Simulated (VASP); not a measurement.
# C (Cmme) in VASP: relaxation of cell and atoms with PBE

Aim: the relaxation of cell and atoms of C with PBE.

All numbers are computed with VASP 6.6.1; they aren't measurements. Logs are shortened: lines on timing, memory, paths and dates and some standing lists are left out, and cuts for length are marked.

### Step 1. The cell of the first run

Symmetry: Cmme, No. 67, orthorhombic system. The conventional cell has a = 4.189 Å, b = 7.637 Å, c = 4.581 Å, α = 90.00°, β = 90.00°, γ = 90.00°. C (site symmetry 1) has 4 C at 1.53 to 1.57 Å within 2.0 Å. C (site symmetry m) has 4 C at 1.53 to 1.55 Å within 2.0 Å.

The cell was built from a structure type or drawn by symmetry, and may not be a known phase.

### Step 2. Relaxation of cell and atoms, PBE

Input file INCAR:

```
ALGO     = Normal         # electronic algorithm
EDIFF    = 1E-6           # SCF threshold, eV
EDIFFG   = -0.01          # ionic threshold
ENCUT    = 600            # plane-wave cutoff, eV
GGA      = PE             # functional
IBRION   = 2              # ionic algorithm
ISIF     = 3              # what is computed and relaxed
ISMEAR   = 0              # smearing method
LASPH    = True           # aspherical terms in the spheres
LCHARG   = False          # write CHGCAR
LREAL    = False          # projectors in reciprocal space
LWAVE    = False          # write WAVECAR
NELM     = 100            # most SCF steps
NSW      = 100            # ionic steps
PREC     = Accurate       # precision mode
SIGMA    = 0.02           # smearing width, eV
```

Input file KPOINTS:

```
k-points
0
Gamma
  6 6 6
```

Input file POSCAR:

```
C
1.0
    2.0946691292     -3.8186840298      0.0000000000
    2.0946691292      3.8186840298      0.0000000000
    0.0000000000      0.0000000000      4.5805359550
C
12
Direct
    0.5908838596      0.7830632003      0.3380307947
    0.7830632003      0.5908838596      0.6619692053
    0.7169367997      0.9091161404      0.6619692053
    0.9091161404      0.7169367997      0.3380307947
    0.4091161404      0.2169367997      0.6619692053
    0.2169367997      0.4091161404      0.3380307947
    0.2830632003      0.0908838596      0.3380307947
    0.0908838596      0.2830632003      0.6619692053
    0.5650611518      0.0650611518      0.1572012264
    0.0650611518      0.5650611518      0.8427987736
    0.4349388482      0.9349388482      0.8427987736
    0.9349388482      0.4349388482      0.1572012264
```

Potentials or basis: VASP PAW PBE potentials, release 64 (C).

Run with:

```console
$ cat potpaw_PBE.64/C/POTCAR > POTCAR
$ mpirun -np 1 vasp_std > vasp.out
```

OUTCAR:

```text
EDIFF = 1E-6
   EDIFFG = -0.01
   ENCUT = 600
   GGA = PE
   IBRION = 2
   ISIF = 3
   ISMEAR = 0
   LASPH = True
   LREAL = False
   NELM = 100
   NSW = 100
   PREC = Accurate

 ion  position               nearest neighbor table
   1  0.591  0.783  0.338-   9 1.53   4 1.56   6 1.57   3 1.57
   2  0.783  0.591  0.662-  10 1.53   3 1.56   5 1.57   4 1.57
   3  0.717  0.909  0.662-  11 1.53   2 1.56   8 1.57   1 1.57
   4  0.909  0.717  0.338-  12 1.53   1 1.56   7 1.57   2 1.57
   5  0.409  0.217  0.662-  11 1.53   8 1.56   2 1.57   7 1.57
   6  0.217  0.409  0.338-  12 1.53   7 1.56   1 1.57   8 1.57
   7  0.283  0.091  0.338-   9 1.53   6 1.56   4 1.57   5 1.57
   8  0.091  0.283  0.662-  10 1.53   5 1.56   3 1.57   6 1.57
   9  0.565  0.065  0.157-   1 1.53   7 1.53  11 1.54  12 1.55
  10  0.065  0.565  0.843-   2 1.53   8 1.53  12 1.54  11 1.55
  11  0.435  0.935  0.843-   3 1.53   5 1.53   9 1.54  10 1.55
  12  0.935  0.435  0.157-   4 1.53   6 1.53  10 1.54   9 1.55

  LATTYP: Found a base centered orthorhombic cell.
 ALAT       =     4.1893382584
 B/A-ratio  =     1.8230487940
 C/A-ratio  =     1.0933793531

  Lattice vectors:

 A1 = (   2.0946691292,  -3.8186840298,   0.0000000000)
 A2 = (   2.0946691292,   3.8186840298,   0.0000000000)
 A3 = (   0.0000000000,   0.0000000000,   4.5805359550)

Analysis of symmetry for initial positions (statically):
=====================================================================
 Subroutine PRICEL returns:
 Original cell was already a primitive cell.

 Routine SETGRP: Setting up the symmetry group for a
 base centered orthorhombic supercell.

 Subroutine GETGRP returns: Found  8 space group operations
 (whereof  4 operations were pure point group operations)
 out of a pool of  8 trial point group operations.

The static configuration has the point symmetry C_2h.
 The point group associated with its full space group is D_2h.

Analysis of symmetry for dynamics (positions and initial velocities):
=====================================================================
 Subroutine PRICEL returns:
 Original cell was already a primitive cell.

 Routine SETGRP: Setting up the symmetry group for a
 base centered orthorhombic supercell.

 Subroutine GETGRP returns: Found  8 space group operations
 (whereof  4 operations were pure point group operations)
 out of a pool of  8 trial point group operations.

The dynamic configuration has the point symmetry C_2h.
 The point group associated with its full space group is D_2h.

 Subroutine INISYM returns: Found  8 space group operations
 (whereof  4 operations are pure point group operations),
 and found     1 'primitive' translations

----------------------------------------------------------------------------------------

                                     Primitive cell

  volume of cell :      73.2783

  direct lattice vectors                    reciprocal lattice vectors
     2.094669129 -3.818684030  0.000000000     0.238701183 -0.130935159  0.000000000
     2.094669129  3.818684030  0.000000000     0.238701183  0.130935159  0.000000000
     0.000000000  0.000000000  4.580535955     0.000000000  0.000000000  0.218315064

  length of vectors
     4.355454796  4.355454796  4.580535955     0.272254056  0.272254056  0.218315064

  position of ions in fractional coordinates (direct lattice)
     0.590883860  0.783063200  0.338030795
     0.783063200  0.590883860  0.661969205
     0.716936800  0.909116140  0.661969205
     0.909116140  0.716936800  0.338030795
     0.409116140  0.216936800  0.661969205
     0.216936800  0.409116140  0.338030795
     0.283063200  0.090883860  0.338030795
     0.090883860  0.283063200  0.661969205
     0.565061152  0.065061152  0.157201226
     0.065061152  0.565061152  0.842798774
     0.434938848  0.934938848  0.842798774
     0.934938848  0.434938848  0.157201226

  ion indices of the primitive-cell ions
   primitive index   ion index
                 1           1
                 2           2
                 3           3
                 4           4
                 5           5
                 6           6
                 7           7
                 8           8
                 9           9
                10          10
                11          11
                12          12

----------------------------------------------------------------------------------------

 KPOINTS: k-points

Automatic generation of k-mesh.
 Grid dimensions read from file:
 generate k-points for:    6    6    6

 Generating k-lattice:

  Cartesian coordinates                     Fractional coordinates (reciprocal lattice)
     0.039783531 -0.021822526  0.000000000     0.166666667  0.000000000  0.000000000
     0.039783531  0.021822526  0.000000000     0.000000000  0.166666667  0.000000000
     0.000000000  0.000000000  0.036385844     0.000000000  0.000000000  0.166666667

  Length of vectors
     0.045375676  0.045375676  0.036385844

  Shift w.r.t. Gamma in fractional coordinates (k-lattice)
     0.000000000  0.000000000  0.000000000

 Subroutine IBZKPT returns following result:
 ===========================================

 Found     52 irreducible k-points:

 Following reciprocal coordinates:
            Coordinates               Weight
  0.000000  0.000000  0.000000      1.000000
  0.166667  0.000000  0.000000      4.000000
  0.333333 -0.000000  0.000000      4.000000
  0.500000  0.000000  0.000000      2.000000
  0.166667  0.166667  0.000000      2.000000
  0.333333  0.166667  0.000000      4.000000
[... 16 lines left out ...]
  0.333333  0.333333  0.166667      4.000000
  0.500000  0.333333  0.166667      8.000000
 [... further k-points ...]
   k-points           NKPTS =     52   k-points in BZ     NKDIM =     52   number of bands    NBANDS=     31
   number of dos      NEDOS =    301   number of ions     NIONS =     12
   total plane-waves  NPLWV =  51840
   dimension x,y,z NGX =    36 NGY =   36 NGZ =   40
   dimension x,y,z NGXF=    72 NGYF=   72 NGZF=   80
   ions per type =              12
   NGX,Y,Z   is equivalent  to a cutoff of  13.74, 13.74, 14.52 a.u.
   NGXF,Y,Z  is equivalent  to a cutoff of  27.48, 27.48, 29.04 a.u.
 SYSTEM =  unknown system
   PREC   = accura    normal or accurate (medium, high low for compatibility)
   ISTART =      0    job   : 0-new  1-cont  2-samecut
   ICHARG =      2    charge: 1-file 2-atom 10-const
   ISPIN  =      1    spin polarized calculation?
   LNONCOLLINEAR =      F non collinear calculations
   LSORBIT =      F    spin-orbit coupling
   LASPH  =      T    aspherical Exc in radial PAW
   ENCUT  =  600.0 eV  44.10 Ry    6.64 a.u.   8.70  8.70  9.15*2*pi/ulx,y,z
   NELM   =    100;   NELMIN=  2; NELMDL= -5     # of ELM steps
   EDIFF  = 0.1E-05   stopping-criterion for ELM
   LREAL  =      F    real-space projection
   EDIFFG = -.1E-01   stopping-criterion for IOM
   NSW    =    100    number of steps for IOM
   IBRION =      2    ionic relax: 0-MD 1-quasi-New 2-CG
   NFREE  =      1    steps in history (QN), initial steepest desc. (CG)
   ISIF   =      3    stress and relaxation
   ISYM   =      2    0-nonsym 1-usesym 2-fastsym
   POTIM  = 0.5000    time-step for ionic-motion
   TEBEG  =    0.0;   TEEND  =   0.0 temperature during run
   PSTRESS=    0.0 pullay stress
   NELECT =      48.0000    total number of electrons
   NUPDOWN=      -1.0000    fix difference up-down
   EMIN   =  10.00;   EMAX   =-10.00  energy-range for DOS
   EFERMI =   0.00;   METHOD = LEGACY
   ISMEAR =     0;   SIGMA  =   0.02  broadening in eV -4-tet -1-fermi 0-gaus
   EFERMI_NEDOS =   21; number of points for ismear=-14 and -15
   IALGO  =     38    algorithm
   IMIX   =      4    mixing-type and parameters
     AMIX     =   0.40;   BMIX     =  1.00
     AMIX_MAG =   1.60;   BMIX_MAG =  1.00
  volume/ion in A,a.u.               =       6.11        41.21
  Fermi-wavevector in a.u.,A,eV,Ry     =   1.421772  2.686760 27.503319  2.021437
  Thomas-Fermi vector in A             =   2.542547
   LORBIT       =      0    0 simple, 1 ext, 2 COOP (PROOUT), +10 PAW based schemes
   GGA     = PE    functional components
   LHFCALC =     F    Hartree Fock is set to
   AEXX    =    0.0000 exact exchange contribution
   IVDW    =     0    specifies the selected vdW correction
   LEPSILON=     F    determine dielectric tensor
   LRPA    =     F    only Hartree local field effects (RPA)
 conjugate gradient relaxation of ions
 non-spin polarized calculation
 Gauss-broadening in eV      SIGMA  =   0.02
  energy-cutoff  :      600.00
  volume of cell :       73.28
 maximum number of plane-waves:      2469
   NGX = 17   NGY = 17   NGZ = 19

--------------------------------------- Ionic step        1  -------------------------------------------

 number of electron      48.0000004 magnetization

 Free energy of the ion-electron system (eV)
  ---------------------------------------------------
  ext. energy  EPLUGINS =         0.00000000
  ---------------------------------------------------
  free energy    TOTEN  =      -105.88114867 eV

  energy without entropy =     -105.88114867  energy(sigma->0) =     -105.88114867

------------------------ aborting loop because EDIFF is reached ----------------------------------------

  FORCE on cell =-STRESS in cart. coord.  units (eV):
  Direction    XX          YY          ZZ          XY          YZ          ZX
  --------------------------------------------------------------------------------------
  -------------------------------------------------------------------------------------
  Total       -0.0914077     -0.0042663      0.0053971      0.0000000      0.0000000      0.0000000
  in kB       -1.9985636     -0.0932798      0.1180035      0.0000000      0.0000000      0.0000000
  external PRESSURE =      -0.6579466 kB  Pullay stress =       0.0000000 kB
[... 77 lines left out ...]
  energy  without entropy=     -105.8811333691  energy(sigma->0) =     -105.88113337

--------------------------------------- Ionic step        3  -------------------------------------------

 number of electron      48.0000004 magnetization

 Free energy of the ion-electron system (eV)
  ---------------------------------------------------
  ext. energy  EPLUGINS =         0.00000000
  ---------------------------------------------------
  free energy    TOTEN  =      -105.88117768 eV

  energy without entropy =     -105.88117768  energy(sigma->0) =     -105.88117768

 E-fermi :   8.8746     XC(G=0): -12.6896

 val. band max:        8.7545030255   @ k =   0.0000   0.0000   0.0000
 cond. band min:      11.6861906485   @ k =   0.5000   0.5000   0.0000
 fundamental gap:      2.9316876229
 Fermi energy:         8.8745750706

 k-point     1 :       0.0000    0.0000    0.0000
  band No.  band energies     occupation
      1     -12.6685      2.00000
      2      -7.5927      2.00000
      3      -7.4666      2.00000
      4      -5.9695      2.00000
      5      -5.2691      2.00000
      6      -4.5797      2.00000
[... 805 lines left out ...]
     30      16.1353      0.00000
     31      16.3378      0.00000

 [... further k-points ...]

------------------------ aborting loop because EDIFF is reached ----------------------------------------

  FORCE on cell =-STRESS in cart. coord.  units (eV):
  Direction    XX          YY          ZZ          XY          YZ          ZX
  --------------------------------------------------------------------------------------
  -------------------------------------------------------------------------------------
  Total        0.0061816     -0.0067517     -0.0329272      0.0000000      0.0000000      0.0000000
  in kB        0.1351789     -0.1476454     -0.7200472      0.0000000      0.0000000      0.0000000
  external PRESSURE =      -0.2441712 kB  Pullay stress =       0.0000000 kB
[... 27 lines left out ...]
  FREE ENERGIE OF THE ION-ELECTRON SYSTEM (eV)
  ---------------------------------------------------
  free  energy   TOTEN  =      -105.8811776836 eV

  energy  without entropy=     -105.8811776836  energy(sigma->0) =     -105.88117768

 reached required accuracy - stopping structural energy minimisation
```

Wall time 93 s (1 thread of Intel Xeon 6975P-C (Granite Rapids), shared host); peak memory 0.26 GiB.

What came out:

```yaml
Free_energy: -105.8812 eV
Relaxed_volume: 6.11 Å³/atom
Relaxed_cell: a = 4.355 Å, b = 4.355 Å, c = 4.581 Å, α = 90.00°, β = 90.00°, γ = 122.52°
Space_group_after_relaxing_to_0.1_Å: Cmme (No. 67)
Energy_gained_by_relaxing: 0.0 meV/atom
Ionic_steps: 3
Pressure_after_relaxing: 0.0 GPa
Largest_force_after_relaxing: 0.004 eV/Å
Band_gap_on_the_k_mesh: 2.93 eV (least direct gap 3.85 eV)
```

Forces in eV/Å, atoms in the order of the input:
```
C    0.002 -0.002 -0.002
C    0.002  0.002  0.002
C   -0.002 -0.002  0.002
C   -0.002  0.002 -0.002
C   -0.002  0.002  0.002
C   -0.002 -0.002 -0.002
C    0.002  0.002 -0.002
C    0.002 -0.002  0.002
C   -0.003  0.000 -0.002
C   -0.003  0.000  0.002
C    0.003  0.000  0.002
C    0.003  0.000 -0.002
```

Final structure:
```
C
1.0
     2.09432   -3.81865    0.00000
     2.09432    3.81865    0.00000
     0.00000    0.00000    4.58058
C
12
Direct
  0.59086 0.78304 0.33797
  0.78304 0.59086 0.66203
  0.71696 0.90914 0.66203
  0.90914 0.71696 0.33797
  0.40914 0.21696 0.66203
  0.21696 0.40914 0.33797
  0.28304 0.09086 0.33797
  0.09086 0.28304 0.66203
  0.56510 0.06510 0.15718
  0.06510 0.56510 0.84282
  0.43490 0.93490 0.84282
  0.93490 0.43490 0.15718
```
